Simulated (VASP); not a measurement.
**FeO: density of states with LDA+U**

FeO:

```
Fe O
1.0
     1.51768    0.87623    2.51579
    -1.51768    0.87623    2.51579
     0.00000   -1.75247    2.51579
Fe O
1 1
Direct
  0.00000 0.00000 0.00000
  0.50000 0.50000 0.50000
```

```
Program                 : VASP 6.6.1
Task                    : density of states
Functional              : LDA
Potentials or basis     : VASP PAW LDA potentials, release 64 (Fe_sv, O)
Cutoff                  : 520 eV
k mesh                  : 11 × 11 × 11
Occupations             : fermi-dirac, width 0.05 eV
Spin                    : collinear spin, ferromagnetic start
Starting moments        : [3.0, 0.0] μB
Hubbard terms           : Fe d U = 2.0 eV
Dipole correction       : no
k mesh for the DOS      : 17 × 17 × 17
Second run              : valence_matched
Occupations for the DOS : tetrahedron
Further INCAR settings  : ALGO = Normal; EDIFF = 1e-06
```

```json
{
  "Net moment": "4.00 μB per cell",
  "Site moments": "Fe +3.52; O +0.27 μB",
  "Valence electrons inside the program's atomic spheres": "Fe 13.60; O 4.96"
}
```

Levels at points of the mesh, in eV from the Fermi level:
Spin up:
```
           k point  band 10  band 11  band 12  band 13  band 14  band 15  band 16  band 17
(0.00, 0.00, 0.00)    -4.56    -4.07    -3.97    -3.97    -0.14    14.86    16.13    16.52
```
Spin down:
| k point | band 7 | band 8 | band 9 | band 10 | band 11 | band 12 |
| --- | --- | --- | --- | --- | --- | --- |
| (0.00, 0.00, 0.00) | -3.44 | -3.44 | -0.80 | -0.73 | -0.73 | 0.33 |

Eigenvalues of the final occupation matrices:
```tsv
site	spin	trace	eigenvalues
site 1 d	1	4.52	0.89 0.89 0.89 0.92 0.92
site 1 d	2	1.01	0.10 0.10 0.27 0.28 0.28
```

Wall time 91 s on 1 thread of Intel(R) Xeon(R) 6975P-C (Granite Rapids) (shared host), peak memory 0.35 GiB.

Caveat: a cell with one magnetic atom can't hold antiferromagnetic order, which such compounds often take. The state reached can hang on the start; a lower one may exist.
